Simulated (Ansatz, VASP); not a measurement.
# Ca: VASP beside Ansatz

```
Ca
1.0
    -2.09911    2.09911    2.09911
     2.09911   -2.09911    2.09911
     2.09911    2.09911   -2.09911
Ca
1
Direct
  0.00000 0.00000 0.00000
```

Alike in both runs: task single point; functional PBE; k mesh 14 × 14 × 14; occupations gaussian, width 0.1 eV; no spin polarisation.

|  | VASP | Ansatz |
| --- | --- | --- |
| version | VASP 6.6.1 | Ansatz 0.2.0 |
| potentials or method | VASP PAW PBE potentials, release 64 (Ca_sv), cutoff 520 eV | scalar-relativistic, plane waves, PAW |
| valence electrons in the cell | 10 | 10 |

```csv
,VASP,Ansatz,Ansatz less VASP
gap on the k mesh at the Fermi level (eV),none,none,-
pressure (GPa),2.5,2.5,+0.01
```

A gap of «none» marks a metal or a gap that the smearing closes. The functional is the same, so the differences come from potentials, cutoffs and numerics.
